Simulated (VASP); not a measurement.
# Ca3SiSe (P4mm) in VASP: notebook

The runs below take Ca3SiSe through single point, with PBE.

All numbers are computed with VASP 6.6.1; they aren't measurements. Logs are shortened: lines on timing, memory, paths and dates and some standing lists are left out, and cuts for length are marked.

## (1) The cell of the first run

It takes space group P4mm (No. 99, tetragonal). The conventional cell has a = 4.797 Å, b = 4.797 Å, c = 6.156 Å, α = 90.00°, β = 90.00°, γ = 90.00°. Within 4.2 Å of Ca (site symmetry 2mm) lie 2 Se at 3.00 Å and 2 Si at 3.02 Å and 8 Ca at 3.39 to 4.10 Å. Ca (site symmetry 4mm) has 4 Si at 3.54 Å and 8 Ca at 3.71 to 4.10 Å and 4 Se at 3.72 Å within 4.6 Å. Si (site symmetry 4mm) has 1 Se at 2.51 Å and 4 Ca at 3.02 Å within 3.3 Å. Se (site symmetry 4mm) has 1 Si at 2.51 Å and 4 Ca at 3.00 Å within 3.3 Å.

## (2) Single point, PBE

File INCAR:

```
ALGO = Fast ; EDIFF = 1E-6
ENCUT = 520 ; GGA = PE
ISIF = 2 ; ISMEAR = 0
LASPH = T ; LCHARG = F
LREAL = F ; LWAVE = F
NBANDS = 28 ; NELM = 100
PREC = Accurate ; SIGMA = 0.1
```

File KPOINTS:

```
k-points
0
Gamma
  8 8 6
```

File POSCAR:

```
Ca3SiSe
1.0
    4.7974064261      0.0000000000      0.0000000000
    0.0000000000      4.7974064261      0.0000000000
    0.0000000000      0.0000000000      6.1561243563
Ca Si Se
3 1 1
Direct
    0.5000000000      0.0000000000      0.3828802077
    0.0000000000      0.5000000000      0.3828802077
    0.0000000000      0.0000000000      0.8426357718
    0.5000000000      0.5000000000      0.6808990289
    0.5000000000      0.5000000000      0.0893569138
```

Potentials or basis: VASP PAW PBE potentials, release 64 (Ca_sv, Si, Se).

Command:

```
$ cat potpaw_PBE.64/Ca_sv/POTCAR potpaw_PBE.64/Si/POTCAR potpaw_PBE.64/Se/POTCAR > POTCAR
$ mpirun -np 1 vasp_std > vasp.out
```

OUTCAR:

```text
EDIFF = 1E-6
   ENCUT = 520
   GGA = PE
   ISIF = 2
   ISMEAR = 0
   LASPH = T
   LREAL = F
   NELM = 100
   PREC = Accurate

 ion  position               nearest neighbor table
   1  0.500  0.000  0.383-   4 3.02   4 3.02
   2  0.000  0.500  0.383-   4 3.02   4 3.02
   3  0.000  0.000  0.843-
   4  0.500  0.500  0.681-   5 2.51   2 3.02   1 3.02   1 3.02   2 3.02
   5  0.500  0.500  0.089-   4 2.51

  LATTYP: Found a simple tetragonal cell.
 ALAT       =     4.7974064261
 C/A-ratio  =     1.2832192667

  Lattice vectors:

 A1 = (   4.7974064261,   0.0000000000,   0.0000000000)
 A2 = (   0.0000000000,   4.7974064261,   0.0000000000)
 A3 = (   0.0000000000,   0.0000000000,   6.1561243563)

Analysis of symmetry for initial positions (statically):
=====================================================================
 Subroutine PRICEL returns:
 Original cell was already a primitive cell.

 Routine SETGRP: Setting up the symmetry group for a
 simple tetragonal supercell.

 Subroutine GETGRP returns: Found  8 space group operations
 (whereof  8 operations were pure point group operations)
 out of a pool of 16 trial point group operations.

The static configuration has the point symmetry C_4v.

Analysis of symmetry for dynamics (positions and initial velocities):
=====================================================================
 Subroutine PRICEL returns:
 Original cell was already a primitive cell.

 Routine SETGRP: Setting up the symmetry group for a
 simple tetragonal supercell.

 Subroutine GETGRP returns: Found  8 space group operations
 (whereof  8 operations were pure point group operations)
 out of a pool of 16 trial point group operations.

The dynamic configuration has the point symmetry C_4v.

 Subroutine INISYM returns: Found  8 space group operations
 (whereof  8 operations are pure point group operations),
 and found     1 'primitive' translations

----------------------------------------------------------------------------------------

                                     Primitive cell

  volume of cell :     141.6839

  direct lattice vectors                    reciprocal lattice vectors
     4.797406426  0.000000000  0.000000000     0.208445963  0.000000000  0.000000000
[... 86 lines left out ...]
   ISPIN  =      1    spin polarized calculation?
   LNONCOLLINEAR =      F non collinear calculations
   LSORBIT =      F    spin-orbit coupling
   LASPH  =      T    aspherical Exc in radial PAW
   ENCUT  =  520.0 eV  38.22 Ry    6.18 a.u.   8.92  8.92 11.45*2*pi/ulx,y,z
   NELM   =    100;   NELMIN=  2; NELMDL= -5     # of ELM steps
   EDIFF  = 0.1E-05   stopping-criterion for ELM
   LREAL  =      F    real-space projection
   EDIFFG = 0.1E-04   stopping-criterion for IOM
   NSW    =      0    number of steps for IOM
   IBRION =     -1    ionic relax: 0-MD 1-quasi-New 2-CG
   NFREE  =      0    steps in history (QN), initial steepest desc. (CG)
   ISIF   =      2    stress and relaxation
   ISYM   =      2    0-nonsym 1-usesym 2-fastsym
   POTIM  = 0.5000    time-step for ionic-motion
   TEBEG  =    0.0;   TEEND  =   0.0 temperature during run
   PSTRESS=    0.0 pullay stress
   NELECT =      40.0000    total number of electrons
   NUPDOWN=      -1.0000    fix difference up-down
   EMIN   =  10.00;   EMAX   =-10.00  energy-range for DOS
   EFERMI =   0.00;   METHOD = LEGACY
   ISMEAR =     0;   SIGMA  =   0.10  broadening in eV -4-tet -1-fermi 0-gaus
   EFERMI_NEDOS =   21; number of points for ismear=-14 and -15
   IALGO  =     68    algorithm
   IMIX   =      4    mixing-type and parameters
     AMIX     =   0.40;   BMIX     =  1.00
     AMIX_MAG =   1.60;   BMIX_MAG =  1.00
  volume/ion in A,a.u.               =      28.34       191.23
  Fermi-wavevector in a.u.,A,eV,Ry     =   1.073960  2.029490 15.692819  1.153390
  Thomas-Fermi vector in A             =   2.209774
   LORBIT       =      0    0 simple, 1 ext, 2 COOP (PROOUT), +10 PAW based schemes
   GGA     = PE    functional components
   LHFCALC =     F    Hartree Fock is set to
   AEXX    =    0.0000 exact exchange contribution
   IVDW    =     0    specifies the selected vdW correction
   LEPSILON=     F    determine dielectric tensor
   LRPA    =     F    only Hartree local field effects (RPA)
 non-spin polarized calculation
 RMM-DIIS sequential band-by-band and
 Gauss-broadening in eV      SIGMA  =   0.10
  energy-cutoff  :      520.00
  volume of cell :      141.68
 maximum number of plane-waves:      3840
 NGX is ok and might be reduce to    36
   NGX = 17   NGY = 17   NGZ = 23

 number of electron      39.9999991 magnetization

 Free energy of the ion-electron system (eV)
  ---------------------------------------------------
  ext. energy  EPLUGINS =         0.00000000
  ---------------------------------------------------
  free energy    TOTEN  =       -17.78676770 eV

  energy without entropy =      -17.77636802  energy(sigma->0) =      -17.78156786

 E-fermi :   3.7204     XC(G=0):  -8.7973

 val. band max:        3.6955682440   @ k =   0.1250   0.1250   0.3333
 cond. band min:       3.7300665278   @ k =   0.3750   0.1250   0.3333
 fundamental gap:      0.0344982839
 Fermi energy:         3.7203677808

 k-point     1 :       0.0000    0.0000    0.0000
  band No.  band energies     occupation
      1     -38.3056      2.00000
      2     -37.4422      2.00000
      3     -37.3839      2.00000
      4     -19.3028      2.00000
      5     -19.3028      2.00000
      6     -19.2707      2.00000
[... 733 lines left out ...]
     27       6.5507      0.00000
     28       6.7200      0.00000

 [... further k-points ...]
[... 5 lines left out ...]
  --------------------------------------------------------------------------------------
  -------------------------------------------------------------------------------------
  Total        0.0521837      0.0521837      0.0704161      0.0000000      0.0000000      0.0000000
  in kB        0.5900996      0.5900996      0.7962737      0.0000000      0.0000000      0.0000000
  external PRESSURE =       0.6588243 kB  Pullay stress =       0.0000000 kB

 VOLUME and BASIS-vectors are now :
 -----------------------------------------------------------------------------
  energy-cutoff  :      520.00
  volume of cell :      141.68
      direct lattice vectors                 reciprocal lattice vectors
     4.797406426  0.000000000  0.000000000     0.208445963  0.000000000  0.000000000
     0.000000000  4.797406426  0.000000000     0.000000000  0.208445963  0.000000000
     0.000000000  0.000000000  6.156124356     0.000000000  0.000000000  0.162439863

 POSITION                                       TOTAL-FORCE (eV/Angst)
 -----------------------------------------------------------------------------------
      2.39870      0.00000      2.35706         0.000000     -0.000000      0.000902
      0.00000      2.39870      2.35706         0.000000      0.000000      0.000902
      0.00000      0.00000      5.18737        -0.000000     -0.000000      0.007711
      2.39870      2.39870      4.19170         0.000000      0.000000      0.004478
      2.39870      2.39870      0.55009         0.000000      0.000000     -0.013993
 -----------------------------------------------------------------------------------
    total drift:                                0.000000      0.000000      0.000148

  FREE ENERGIE OF THE ION-ELECTRON SYSTEM (eV)
  ---------------------------------------------------
  free  energy   TOTEN  =       -17.7867676998 eV

  energy  without entropy=      -17.7763680241  energy(sigma->0) =      -17.78156786
```

OSZICAR:

```text
N       E                     dE             d eps       ncg     rms          rms(c)
DAV:   1     0.347260153431E+03    0.34726E+03   -0.19006E+04  3360   0.131E+03
DAV:   2     0.676194813241E+01   -0.34050E+03   -0.33481E+03  3624   0.373E+02
DAV:   3    -0.168369757747E+02   -0.23599E+02   -0.23265E+02  5512   0.749E+01
[... 13 lines left out ...]
RMM:  17    -0.177867571254E+02   -0.92832E-05   -0.77992E-05  5622   0.300E-02    0.911E-03
RMM:  18    -0.177867627239E+02   -0.55985E-05   -0.40612E-05  5239   0.221E-02    0.102E-02
RMM:  19    -0.177867659019E+02   -0.31781E-05   -0.23914E-05  5125   0.216E-02    0.849E-03
RMM:  20    -0.177867672940E+02   -0.13921E-05   -0.14081E-05  4593   0.147E-02    0.817E-03
RMM:  21    -0.177867676998E+02   -0.40585E-06   -0.81894E-06  4206   0.104E-02
   1 F= -.17786768E+02 E0= -.17781568E+02  d E =-.103997E-01
```

stdout:

```text
POSCAR found type information on POSCAR CaSiSe
 POSCAR found :  3 types and       5 ions
 scaLAPACK will be used
 LDA part: xc-table for (Slater+PW92), standard interpolation
 POSCAR, INCAR and KPOINTS ok, starting setup
 FFT: planning ... GRIDC
 FFT: planning ... GRID_SOFT
 FFT: planning ... GRID
 WAVECAR not read
 entering main loop
WARNING in EDDRMM: call to ZHEGV failed, returncode =   6  3     15
WARNING in EDDRMM: call to ZHEGV failed, returncode =   8  4     14
WARNING in EDDRMM: call to ZHEGV failed, returncode =   6  3     23
WARNING in EDDRMM: call to ZHEGV failed, returncode =   8  4     22
WARNING in EDDRMM: call to ZHEGV failed, returncode =   8  4     20
WARNING in EDDRMM: call to ZHEGV failed, returncode =   8  4     13
WARNING in EDDRMM: call to ZHEGV failed, returncode =   6  3     15
WARNING in EDDRMM: call to ZHEGV failed, returncode =   6  3     13
WARNING in EDDRMM: call to ZHEGV failed, returncode =   6  3     17
WARNING in EDDRMM: call to ZHEGV failed, returncode =   8  4     10
WARNING in EDDRMM: call to ZHEGV failed, returncode =   8  4     10
WARNING in EDDRMM: call to ZHEGV failed, returncode =   8  4     24
WARNING in EDDRMM: call to ZHEGV failed, returncode =   6  3     18
```

It took 3.6 min on 1 thread of AMD EPYC 9R45 (Zen 5), shared host; peak memory 0.36 GiB.

What came out:

* Free energy: -17.7868 eV
* Pressure: 0.1 GPa
* Largest force: 0.014 eV/Å
* Band gap on the k mesh: zero (bands 20 and 21 overlap by 0.73 eV)

Forces in eV/Å, atoms in the order of the input:
```
Ca   0.000  0.000  0.001
Ca   0.000  0.000  0.001
Ca   0.000  0.000  0.008
Si   0.000  0.000  0.004
Se   0.000  0.000 -0.014
```

## (3) Single point, PBE

File INCAR:

```
SYSTEM = Ca3SiSe
  PREC = Accurate
  ENCUT = 520
  EDIFF = 1E-7
  ISMEAR = 0
  SIGMA = 0.1
  LREAL = .FALSE.
  LASPH = .TRUE.
  NELM = 100
  ALGO = Fast
  ISIF = 2
  LWAVE = .FALSE.
  LCHARG = .FALSE.
  GGA = PE
  NBANDS = 28
```

File KPOINTS:

```
regular mesh
0
G
  8 8 6
  0 0 0
```

POSCAR is that of step 2.

Potentials or basis: VASP PAW PBE potentials, release 64 (Ca_sv, Si, Se).

Command:

```
$ cat potpaw_PBE.64/Ca_sv/POTCAR potpaw_PBE.64/Si/POTCAR potpaw_PBE.64/Se/POTCAR > POTCAR
$ mpirun -np 1 vasp_std > vasp.out
```

Wall time 4.6 min (1 thread of AMD EPYC 9R45 (Zen 5), shared host); peak memory 0.36 GiB.

It converged, with:

| Quantity | Value |
| --- | --- |
| Free energy | -17.7868 eV |
| Pressure | 0.1 GPa |
| Largest force | 0.014 eV/Å |
| Band gap on the k mesh | zero (bands 20 and 21 overlap by 0.73 eV) |

Forces on the atoms (eV/Å):
```
Ca   0.000  0.000  0.000
Ca   0.000  0.000  0.000
Ca   0.000  0.000  0.010
Si   0.000  0.000  0.004
Se   0.000  0.000 -0.014
```

Levels at points of the mesh, in eV from the Fermi level:
```
           k point  band 16  band 17  band 18  band 19  band 20  band 21  band 22  band 23  band 24  band 25
(0.00, 0.00, 0.00)    -3.41    -3.41    -1.78    -0.74    -0.74     0.51     0.76     1.12     2.37     2.68
(0.50, 0.00, 0.00)    -4.67    -3.39    -1.65    -0.55    -0.30     0.98     1.57     1.78     1.87     2.12
(0.50, 0.50, 0.00)    -4.33    -4.19    -1.18    -1.18    -0.75     0.49     1.13     1.13     2.25     2.77
(0.00, 0.00, 0.50)    -3.49    -2.78    -1.42    -0.79    -0.48    -0.48     0.28     1.05     1.27     2.61
(0.50, 0.00, 0.50)    -3.44    -2.92    -2.53    -0.50    -0.15     0.54     1.21     1.23     1.45     2.32
(0.50, 0.50, 0.50)    -4.06    -3.06    -2.05    -2.05    -0.61     0.22     0.68     1.94     1.94     2.52
```
